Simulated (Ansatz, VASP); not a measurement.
**Si in VASP and in Ansatz**

POSCAR

```
Si
1.0
   -3.3273296539      3.3273296539      1.9218805228
    3.3273296539     -3.3273296539      1.9218805228
    3.3273296539      3.3273296539     -1.9218805228
Si
4
Direct
    0.1787531995      0.1787531995      0.3575063991
    0.8212468005      0.8212468005      0.6424936009
    0.1787531995      0.8212468005      0.0000000000
    0.8212468005      0.1787531995      0.0000000000
```

File INCAR.step1:

```
PREC = Accurate
ENCUT = 520
ISMEAR = 0
SIGMA = 0.05
LREAL = False
LASPH = True
NELM = 60
NBANDS = 16
GGA = PE
ALGO = Normal
EDIFF = 1E-4
LWAVE = True
LCHARG = False
```

Contents of INCAR.step2:

```
PREC = Accurate
ENCUT = 520
EDIFF = 1E-6
ISMEAR = 0
SIGMA = 0.05
LREAL = False
LASPH = True
NELM = 60
ALGO = Normal
ISIF = 2
LWAVE = False
LCHARG = False
METAGGA = R2SCAN
LMIXTAU = True
NBANDS = 16
ISTART = 1
```

The input KPOINTS:

```
Automatic mesh
0
Gamma
  10 10 10
```

Input for Ansatz:

```yaml
crystal:
  lattice:
    - [-3.3273296544, 3.3273296544, 1.9218805215]
    - [3.3273296544, -3.3273296544, 1.9218805215]
    - [3.3273296544, 3.3273296544, -1.9218805215]
  atoms:
    - { symbol: Si, position: [0.1787531995, 0.1787531995, 0.3575063991] }
    - { symbol: Si, position: [0.8212468005, 0.8212468005, 0.6424936009] }
    - { symbol: Si, position: [0.1787531995, 0.8212468005, 0.0] }
    - { symbol: Si, position: [0.8212468005, 0.1787531995, 0.0] }
basis:
  ecutwfc: 500
kpoints:
  mp_grid: { grid: [10, 10, 10] }
hamiltonian:
  xc: r2scan
scf:
  occupations: { method: gaussian, width: 0.05 }
output:
  forces: true
  stress: true
  eigenvalues: true
  write_density: true
  write_potential: true
  elf: true
  volumetric_format: npy
```

Alike in both runs: task single point; functional r2SCAN; k mesh 10 × 10 × 10; occupations gaussian, width 0.05 eV; no spin polarisation.

|  | VASP | Ansatz |
| --- | --- | --- |
| version | VASP 6.6.1 | Ansatz 0.2.0 |
| potentials or method | VASP PAW PBE potentials, release 64 (Si), cutoff 520 eV | scalar-relativistic, plane waves, PAW |
| valence electrons in the cell | 16 | 16 |

|  | VASP | Ansatz | Ansatz less VASP |
| --- | --- | --- | --- |
| gap on the k mesh at the Fermi level (eV) | 0.50 | 0.48 | -0.015 |
| least direct gap on the mesh (eV) | 0.60 | 0.59 | -0.012 |
| pressure (GPa) | -0.2 | 0.0 | +0.22 |

VASP's potentials were made for PBE, not for r2SCAN.
